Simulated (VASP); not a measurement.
# Mg4H (Cmmm) in VASP: relaxation of cell and atoms with PBE

Aim: the relaxation of cell and atoms of Mg4H with PBE.

All numbers are computed with VASP 6.6.1; they aren't measurements. Logs are shortened: lines on timing, memory, paths and dates and some standing lists are left out, and cuts for length are marked.

## 1. The cell of the first run

Symmetry: Cmmm, No. 65, orthorhombic system. Conventional cell: a = 4.443 Å, b = 5.512 Å, c = 5.461 Å, α = 90.00°, β = 90.00°, γ = 90.00°. Within 2.7 Å of Mg (site symmetry mm2) lie 3 Mg at 2.04 to 2.26 Å and 2 H at 2.49 Å. Within 2.6 Å of Mg (site symmetry 2mm) lie 4 Mg at 1.92 to 2.52 Å. H (site symmetry mmm) has 12 Mg at 2.49 to 2.98 Å within 3.3 Å.

The cell was generated, and may not be a known phase.

## 2. Relaxation of cell and atoms, PBE

File INCAR:

```
PREC     = Accurate       # precision mode
ENCUT    = 840            # plane-wave cutoff, eV
EDIFF    = 1E-7           # SCF threshold, eV
ISMEAR   = 0              # smearing method
SIGMA    = 0.1            # smearing width, eV
LREAL    = F              # projectors in reciprocal space
LASPH    = T              # aspherical terms in the spheres
NELM     = 120            # most SCF steps
ALGO     = Normal         # electronic algorithm
ISIF     = 3              # what is computed and relaxed
LWAVE    = F              # write WAVECAR
LCHARG   = F              # write CHGCAR
GGA      = PE             # functional
IBRION   = 2              # ionic algorithm
NSW      = 90             # ionic steps
EDIFFG   = -0.04          # ionic threshold
GGA_COMPAT= F            
NELMIN   = 4
```

File KPOINTS:

```
Automatic mesh
0
Gamma
  6 6 4
```

File POSCAR:

```
Mg4H
1.0
    2.2215647800     -2.7560247000      0.0000000000
    2.2215647800      2.7560247000      0.0000000000
    0.0000000000      0.0000000000      5.4608026800
Mg H
4 1
Direct
    0.0000000000      0.0000000000      0.7073582900
    0.0000000000      0.0000000000      0.2926417100
    0.7162022600      0.7162022600      0.0000000000
    0.2837977400      0.2837977400      0.0000000000
    0.5000000000      0.5000000000      0.5000000000
```

Potentials or basis: VASP PAW PBE potentials, release 64 (Mg_sv, H).

Launch:

```bash
> cat potpaw_PBE.64/Mg_sv/POTCAR potpaw_PBE.64/H/POTCAR > POTCAR
> mpirun -np 1 vasp_std > vasp.out
```

OUTCAR:

```text
PREC = Accurate
   ENCUT = 840
   EDIFF = 1E-7
   ISMEAR = 0
   LREAL = F
   LASPH = T
   NELM = 120
   ISIF = 3
   GGA = PE
   IBRION = 2
   NSW = 90
   EDIFFG = -0.04
   NELMIN = 4

 ion  position               nearest neighbor table
   1  0.000  0.000  0.707-   3 2.04   4 2.04   2 2.26
   2  0.000  0.000  0.293-   3 2.04   4 2.04   1 2.26
   3  0.716  0.716  0.000-   4 1.92   2 2.04   1 2.04
   4  0.284  0.284  0.000-   3 1.92   2 2.04   1 2.04
   5  0.500  0.500  0.500-

  LATTYP: Found a base centered orthorhombic cell.
 ALAT       =     4.4431295600
 B/A-ratio  =     1.2405781388
 C/A-ratio  =     1.2290442145

  Lattice vectors:

 A1 = (   2.2215647800,  -2.7560247000,   0.0000000000)
 A2 = (   2.2215647800,   2.7560247000,   0.0000000000)
 A3 = (   0.0000000000,   0.0000000000,   5.4608026800)

Analysis of symmetry for initial positions (statically):
=====================================================================
 Subroutine PRICEL returns:
 Original cell was already a primitive cell.

 Routine SETGRP: Setting up the symmetry group for a
 base centered orthorhombic supercell.

 Subroutine GETGRP returns: Found  8 space group operations
 (whereof  8 operations were pure point group operations)
 out of a pool of  8 trial point group operations.

The static configuration has the point symmetry D_2h.

Analysis of symmetry for dynamics (positions and initial velocities):
=====================================================================
 Subroutine PRICEL returns:
 Original cell was already a primitive cell.

 Routine SETGRP: Setting up the symmetry group for a
 base centered orthorhombic supercell.

 Subroutine GETGRP returns: Found  8 space group operations
 (whereof  8 operations were pure point group operations)
 out of a pool of  8 trial point group operations.

The dynamic configuration has the point symmetry D_2h.

 Subroutine INISYM returns: Found  8 space group operations
 (whereof  8 operations are pure point group operations),
 and found     1 'primitive' translations

----------------------------------------------------------------------------------------

                                     Primitive cell

  volume of cell :      66.8696

  direct lattice vectors                    reciprocal lattice vectors
     2.221564780 -2.756024700  0.000000000     0.225066586 -0.181420725  0.000000000
     2.221564780  2.756024700  0.000000000     0.225066586  0.181420725  0.000000000
     0.000000000  0.000000000  5.460802680     0.000000000  0.000000000  0.183123262

  length of vectors
     3.539918392  3.539918392  5.460802680     0.289082078  0.289082078  0.183123262

  position of ions in fractional coordinates (direct lattice)
     0.000000000  0.000000000  0.707358290
     0.000000000  0.000000000  0.292641710
     0.716202260  0.716202260  0.000000000
     0.283797740  0.283797740  0.000000000
     0.500000000  0.500000000  0.500000000

  ion indices of the primitive-cell ions
   primitive index   ion index
                 1           1
                 2           2
                 3           3
                 4           4
                 5           5

----------------------------------------------------------------------------------------

 KPOINTS: Automatic mesh

Automatic generation of k-mesh.
 Grid dimensions read from file:
 generate k-points for:    6    6    4

 Generating k-lattice:

  Cartesian coordinates                     Fractional coordinates (reciprocal lattice)
     0.037511098 -0.030236788  0.000000000     0.166666667  0.000000000  0.000000000
     0.037511098  0.030236788  0.000000000     0.000000000  0.166666667  0.000000000
     0.000000000  0.000000000  0.045780816     0.000000000  0.000000000  0.250000000

  Length of vectors
     0.048180346  0.048180346  0.045780816

  Shift w.r.t. Gamma in fractional coordinates (k-lattice)
     0.000000000  0.000000000  0.000000000

 Subroutine IBZKPT returns following result:
 ===========================================

 Found     39 irreducible k-points:

 Following reciprocal coordinates:
            Coordinates               Weight
  0.000000  0.000000  0.000000      1.000000
  0.166667  0.000000  0.000000      4.000000
  0.333333  0.000000  0.000000      4.000000
  0.500000  0.000000  0.000000      2.000000
  0.166667  0.166667  0.000000      2.000000
  0.333333  0.166667  0.000000      4.000000
[... 16 lines left out ...]
  0.333333  0.333333  0.250000      4.000000
  0.500000  0.333333  0.250000      8.000000
 [... further k-points ...]
   k-points           NKPTS =     39   k-points in BZ     NKDIM =     39   number of bands    NBANDS=     24
   number of dos      NEDOS =    301   number of ions     NIONS =      5
   total plane-waves  NPLWV =  69984
   dimension x,y,z NGX =    36 NGY =   36 NGZ =   54
   dimension x,y,z NGXF=    72 NGYF=   72 NGZF=  108
   ions per type =               4   1
   NGX,Y,Z   is equivalent  to a cutoff of  16.91, 16.91, 16.44 a.u.
   NGXF,Y,Z  is equivalent  to a cutoff of  33.81, 33.81, 32.88 a.u.
 SYSTEM =  unknown system
   PREC   = accura    normal or accurate (medium, high low for compatibility)
   ISTART =      0    job   : 0-new  1-cont  2-samecut
   ICHARG =      2    charge: 1-file 2-atom 10-const
   ISPIN  =      1    spin polarized calculation?
   LNONCOLLINEAR =      F non collinear calculations
   LSORBIT =      F    spin-orbit coupling
   LASPH  =      T    aspherical Exc in radial PAW
   ENCUT  =  840.0 eV  61.74 Ry    7.86 a.u.   8.37  8.37 12.90*2*pi/ulx,y,z
   NELM   =    120;   NELMIN=  4; NELMDL= -5     # of ELM steps
   EDIFF  = 0.1E-06   stopping-criterion for ELM
   LREAL  =      F    real-space projection
   EDIFFG = -.4E-01   stopping-criterion for IOM
   NSW    =     90    number of steps for IOM
   IBRION =      2    ionic relax: 0-MD 1-quasi-New 2-CG
   NFREE  =      1    steps in history (QN), initial steepest desc. (CG)
   ISIF   =      3    stress and relaxation
   ISYM   =      2    0-nonsym 1-usesym 2-fastsym
   POTIM  = 0.5000    time-step for ionic-motion
   TEBEG  =    0.0;   TEEND  =   0.0 temperature during run
   PSTRESS=    0.0 pullay stress
   NELECT =      41.0000    total number of electrons
   NUPDOWN=      -1.0000    fix difference up-down
   EMIN   =  10.00;   EMAX   =-10.00  energy-range for DOS
   EFERMI =   0.00;   METHOD = LEGACY
   ISMEAR =     0;   SIGMA  =   0.10  broadening in eV -4-tet -1-fermi 0-gaus
   EFERMI_NEDOS =   21; number of points for ismear=-14 and -15
   IALGO  =     38    algorithm
   IMIX   =      4    mixing-type and parameters
     AMIX     =   0.40;   BMIX     =  1.00
     AMIX_MAG =   1.60;   BMIX_MAG =  1.00
  volume/ion in A,a.u.               =      13.37        90.25
  Fermi-wavevector in a.u.,A,eV,Ry     =   1.390785  2.628202 26.317508  1.934282
  Thomas-Fermi vector in A             =   2.514687
   LORBIT       =      0    0 simple, 1 ext, 2 COOP (PROOUT), +10 PAW based schemes
   GGA     = PE    functional components
   LHFCALC =     F    Hartree Fock is set to
   AEXX    =    0.0000 exact exchange contribution
   IVDW    =     0    specifies the selected vdW correction
   LEPSILON=     F    determine dielectric tensor
   LRPA    =     F    only Hartree local field effects (RPA)
 conjugate gradient relaxation of ions
 non-spin polarized calculation
 Gauss-broadening in eV      SIGMA  =   0.10
  energy-cutoff  :      840.00
  volume of cell :       66.87
 maximum number of plane-waves:      3725
 NGX is ok and might be reduce to    36
   NGX = 17   NGY = 17   NGZ = 25

--------------------------------------- Ionic step        1  -------------------------------------------

 number of electron      41.0000005 magnetization

 Free energy of the ion-electron system (eV)
  ---------------------------------------------------
  ext. energy  EPLUGINS =         0.00000000
  ---------------------------------------------------
  free energy    TOTEN  =         4.50330324 eV

  energy without entropy =        4.51260483  energy(sigma->0) =        4.50795404

 E-fermi :   4.3512     XC(G=0):  -9.9797

 val. band max:        4.3080137017   @ k =   0.1667   0.1667   0.2500
 cond. band min:       4.3878161035   @ k =  -0.3333   0.1667   0.2500
 fundamental gap:      0.0798024018
 Fermi energy:         4.3512256555

 k-point     1 :       0.0000    0.0000    0.0000
  band No.  band energies     occupation
      1     -72.9886      2.00000
      2     -72.7491      2.00000
      3     -72.5706      2.00000
      4     -72.5653      2.00000
      5     -40.3716      2.00000
      6     -39.9010      2.00000
[... 637 lines left out ...]
     23       5.7471      0.00000
     24       6.5461      0.00000

 [... further k-points ...]
[... 5 lines left out ...]
  --------------------------------------------------------------------------------------
  -------------------------------------------------------------------------------------
  Total       34.5924207     -0.9063117     37.1770774      0.0000000      0.0000000      0.0000000
  in kB      828.8252423    -21.7149893    890.7529343      0.0000000      0.0000000      0.0000000
  external PRESSURE =     565.9543958 kB  Pullay stress =       0.0000000 kB
[... 98 lines left out ...]
  FREE ENERGIE OF THE ION-ELECTRON SYSTEM (eV)
  ---------------------------------------------------
  free  energy   TOTEN  =        -4.8074822880 eV

  energy  without entropy=       -4.8003001257  energy(sigma->0) =       -4.80389121

[... ionic steps 4 to 11 ...]

--------------------------------------- Ionic step       12  -------------------------------------------

 number of electron      41.0000042 magnetization

------------------------ aborting loop because EDIFF is reached ----------------------------------------

  FORCE on cell =-STRESS in cart. coord.  units (eV):
  Direction    XX          YY          ZZ          XY          YZ          ZX
  --------------------------------------------------------------------------------------
  -------------------------------------------------------------------------------------
  Total        0.1079449      0.1064337     -0.0044422      0.0000000      0.0000000      0.0000000
  in kB        1.5408096      1.5192380     -0.0634075      0.0000000      0.0000000      0.0000000
  external PRESSURE =       0.9988800 kB  Pullay stress =       0.0000000 kB
[... 63 lines left out ...]
  energy  without entropy=       -5.8180488309  energy(sigma->0) =       -5.82304539

--------------------------------------- Ionic step       14  -------------------------------------------

 number of electron      41.0000049 magnetization

 Free energy of the ion-electron system (eV)
  ---------------------------------------------------
  ext. energy  EPLUGINS =         0.00000000
  ---------------------------------------------------
  free energy    TOTEN  =        -5.82854470 eV

  energy without entropy =       -5.81872993  energy(sigma->0) =       -5.82363731

 E-fermi :   1.4217     XC(G=0):  -8.1401

 val. band max:        1.3631155461   @ k =  -0.1667   0.1667   0.2500
 cond. band min:       1.4517996464   @ k =   0.5000   0.1667   0.2500
 fundamental gap:      0.0886841003
 Fermi energy:         1.4216700308

 k-point     1 :       0.0000    0.0000    0.0000
  band No.  band energies     occupation
      1     -74.9776      2.00000
      2     -74.9650      2.00000
      3     -74.6330      2.00000
      4     -74.6148      2.00000
      5     -41.7649      2.00000
      6     -41.7596      2.00000
[... 637 lines left out ...]
     23       2.1269      0.00000
     24       2.6471      0.00000

 [... further k-points ...]
[... 5 lines left out ...]
  --------------------------------------------------------------------------------------
  -------------------------------------------------------------------------------------
  Total       -0.0028213      0.0267850     -0.0478229      0.0000000      0.0000000      0.0000000
  in kB       -0.0401513      0.3811939     -0.6805965      0.0000000      0.0000000      0.0000000
  external PRESSURE =      -0.1131846 kB  Pullay stress =       0.0000000 kB
[... 20 lines left out ...]
  FREE ENERGIE OF THE ION-ELECTRON SYSTEM (eV)
  ---------------------------------------------------
  free  energy   TOTEN  =        -5.8285446971 eV

  energy  without entropy=       -5.8187299308  energy(sigma->0) =       -5.82363731

 reached required accuracy - stopping structural energy minimisation
```

Run time: 28 min. Hardware: 1 thread of Intel Xeon Platinum 8259CL at 2.50GHz (Skylake/Cascade Lake), shared host; peak memory 0.31 GiB.

Results:

```
Free energy                           : -5.8285 eV
Relaxed volume                        : 22.52 Å³/atom
Relaxed cell                          : a = 3.859 Å, b = 3.859 Å, c = 7.580 Å, α = 90.00°, β = 90.00°, γ = 85.98°
Space group after relaxing (to 0.1 Å) : Cmmm (No. 65)
Energy gained by relaxing             : 2066.4 meV/atom
Ionic steps                           : 14
Pressure after relaxing               : 0.0 GPa
Largest force after relaxing          : 0.005 eV/Å
Band gap on the k mesh                : zero (an odd number of electrons rules out a gap without spin polarisation)
```

Forces on the atoms (eV/Å):
```
Mg   0.000  0.000 -0.003
Mg   0.000  0.000  0.003
Mg  -0.005  0.000  0.000
Mg   0.005  0.000  0.000
H    0.000  0.000  0.000
```

The path:
```tsv
step	energy change (eV)	largest force (eV/Å)	pressure (GPa)	volume (Å³)
1	0.0000	6.1632	56.60	66.87
2	-9.3020	3.3635	0.15	120.12
3	-9.3108	3.0014	4.33	110.80
4	-9.3424	3.2792	1.68	116.83
5	-9.9367	0.6462	-6.47	125.64
6	-9.9990	0.9152	-4.47	123.47
7	-10.2865	0.3735	-0.13	113.93
8	-10.2913	0.2767	0.53	112.54
9	-10.3111	0.1813	0.15	112.67
10	-10.3147	0.2799	-0.10	112.75
11	-10.3244	0.2073	-0.02	112.55
12	-10.3312	0.0738	0.10	112.24
13	-10.3313	0.0537	0.11	112.20
14	-10.3318	0.0048	-0.01	112.58
```

Final structure:
```yaml
crystal:
  lattice:
    - [2.82248, -2.63109, 0.00000]
    - [2.82248, 2.63109, 0.00000]
    - [0.00000, 0.00000, 7.57984]
  atoms:
    - { symbol: Mg, position: [0.00000, 0.00000, 0.67589] }
    - { symbol: Mg, position: [0.00000, 0.00000, 0.32411] }
    - { symbol: Mg, position: [0.74039, 0.74039, 0.00000] }
    - { symbol: Mg, position: [0.25961, 0.25961, 0.00000] }
    - { symbol: H, position: [0.50000, 0.50000, 0.50000] }
```

Caveat: the volume moved by over 15 % at a fixed basis, so the end points are rough.

The gap in the log of VASP goes by the Fermi energy; the results here count the filled bands.